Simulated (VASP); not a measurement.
Set up this calculation in VASP 6.6.1, as the native input.

```
Task                   : single point
Functional             : PBE
Potentials or basis    : VASP PAW PBE potentials, release 64 (B, As)
Cutoff                 : 420 eV
k mesh                 : 12 × 12 × 1
Occupations            : gaussian, width 0.03 eV
Spin                   : no spin polarisation
Dipole correction      : yes
Further INCAR settings : ALGO = Normal; EDIFF = 1e-06; NBANDS = 11; NELMDL = -8
```

The structure of BAs lies in POSCAR:

```
BAs
1.0
    3.3621238247      0.0000000000      0.0000000000
   -1.6810619123      2.9116846428      0.0000000000
    0.0000000000      0.0000000000     16.0000000000
B As
1 1
Direct
    0.3333333333      0.6666666667      0.5000000000
    0.6666666667      0.3333333333      0.5000000000
```

The input as run:

INCAR

```
PREC = Accurate ; ENCUT = 420
EDIFF = 1E-6 ; ISMEAR = 0
SIGMA = 0.03 ; LREAL = F
LASPH = T ; NELM = 120
ALGO = Normal ; ISIF = 2
LWAVE = F ; LCHARG = F
LDIPOL = T ; IDIPOL = 3
DIPOL = 0.5 0.5 0.500 ; GGA = PE
NBANDS = 11 ; GGA_COMPAT = F
NELMDL = -8
```

KPOINTS

```
Automatic mesh
0
Gamma
  12 12 1
```

Potentials or basis: VASP PAW PBE potentials, release 64 (B, As).

Launch:

```console
$ cat potpaw_PBE.64/B/POTCAR potpaw_PBE.64/As/POTCAR > POTCAR
$ mpirun -np 1 vasp_std > vasp.out
```

It gave:

```
Band gap on the k mesh : 0.73 eV
```

Run time: 71 s on 1 thread of AMD EPYC 7571, with other jobs on the host, peak memory 0.2 GiB.
